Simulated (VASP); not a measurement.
A run of VASP 6.6.1 is set up as follows.

Contents of POSCAR:

```
TiH2
1.0
   -1.5965000000      1.5965000000      2.1335000000
    1.5965000000     -1.5965000000      2.1335000000
    1.5965000000      1.5965000000     -2.1335000000
Ti H
1 2
Direct
    0.0000000000      0.0000000000      0.0000000000
    0.7500000000      0.2500000000      0.5000000000
    0.2500000000      0.7500000000      0.5000000000
```

INCAR.step1

```
SYSTEM = TiH2
PREC     = Accurate       ! precision mode
ENCUT    = 520            ! plane-wave cutoff, eV
ISMEAR   = 0              ! smearing method
SIGMA    = 0.15           ! smearing width, eV
LREAL    = .False.        ! projectors in reciprocal space
LASPH    = .True.         ! aspherical terms in the spheres
NELM     = 60             ! most SCF steps
NBANDS   = 14             ! bands
GGA      = PE             ! functional
ALGO     = Normal         ! electronic algorithm
EDIFF    = 1E-4           ! SCF threshold, eV
LWAVE    = .True.         ! write WAVECAR
LCHARG   = .False.        ! write CHGCAR
```

INCAR.step2

```
SYSTEM = TiH2
PREC     = Accurate       ! precision mode
ENCUT    = 520            ! plane-wave cutoff, eV
EDIFF    = 1E-7           ! SCF threshold, eV
ISMEAR   = 0              ! smearing method
SIGMA    = 0.15           ! smearing width, eV
LREAL    = .False.        ! projectors in reciprocal space
LASPH    = .True.         ! aspherical terms in the spheres
NELM     = 60             ! most SCF steps
ALGO     = Normal         ! electronic algorithm
ISIF     = 2              ! what is computed and relaxed
LWAVE    = .False.        ! write WAVECAR
LCHARG   = .False.        ! write CHGCAR
METAGGA  = R2SCAN         ! meta-GGA
LMIXTAU  = .True.       
NBANDS   = 14             ! bands
ISTART   = 1
```

File KPOINTS:

```
Automatic mesh
0
Gamma
  20 20 20
  0 0 0
```

Potentials or basis: VASP PAW PBE potentials, release 64 (Ti_sv, H).

Run with:

```bash
$ cat potpaw_PBE.64/Ti_sv/POTCAR potpaw_PBE.64/H/POTCAR > POTCAR
$ cp INCAR.step1 INCAR
$ mpirun -np 1 vasp_std > vasp.out
$ cp INCAR.step2 INCAR
$ mpirun -np 1 vasp_std > vasp.out
```

(1) Predict the band gap on the k mesh.

(2) Predict the pressure.

Results:

(1) zero (bands 7 and 8 overlap by 0.62 eV).

(2) -2.3 GPa.

Caveat: the PAW data sets were made with another functional, which shifts forces and pressure a little.
